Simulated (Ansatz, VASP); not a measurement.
**Fe in VASP and in Ansatz**

INCAR

```
SYSTEM = Fe
PREC = Accurate
ENCUT = 520
EDIFF = 1E-6
ISMEAR = -1
SIGMA = 0.1
LREAL = .FALSE.
LASPH = .TRUE.
NELM = 60
ALGO = Normal
ISIF = 2
LWAVE = .FALSE.
LCHARG = .FALSE.
GGA = RP
NBANDS = 10
```

The input KPOINTS:

```
regular mesh
0
G
  15 15 15
  0 0 0
```

POSCAR

```
Fe
1.0
    2.2570722156      0.0000000000      0.0000000000
    0.0000000000      2.2570722156      0.0000000000
    0.0000000000      0.0000000000      2.2570722156
Fe
1
Direct
    0.0000000000      0.0000000000      0.0000000000
```

Input for Ansatz:

```yaml
crystal:
  lattice:
    - [2.2570722156, 0.0, 0.0]
    - [0.0, 2.2570722156, 0.0]
    - [0.0, 0.0, 2.2570722156]
  atoms:
    - { symbol: Fe, position: [0.0, 0.0, 0.0] }
hamiltonian:
  xc: rpbe
  pseudopotentials:
    kind: paw
    azcp:
      Fe: "pseudopotentials/Fe.paw.azcp"
basis:
  ecutwfc: 420
  fft_grid_basis: typed
kpoints:
  mp_grid: { grid: [15, 15, 15], shift: [0, 0, 0] }
magnetization:
  spin_polarized: false
scf:
  occupations: { method: fermi_dirac, width: 0.1 }
  lower_state_search: "off"
output:
  stress: true
```

Alike in both runs: task single point; functional RPBE; k mesh 15 × 15 × 15; occupations fermi-dirac, width 0.1 eV; no spin polarisation.

```csv
,VASP,Ansatz
version,VASP 6.6.1,Ansatz 0.2.0
potentials or method,"VASP PAW PBE potentials, release 64 (Fe), cutoff 520 eV","plane waves (420 eV) with PAW, scalar-relativistic"
valence electrons in the cell,8,16
```

```tsv
	VASP	Ansatz	Ansatz less VASP
pressure (GPa)	7.5	8.5	+0.96
```

VASP's potentials were made for PBE, not for RPBE. The functional is the same, so the differences come from potentials, cutoffs and numerics. VASP's potentials hold 8 valence electrons a cell and Ansatz's 16, so a difference there can come from the potentials and not from the codes.
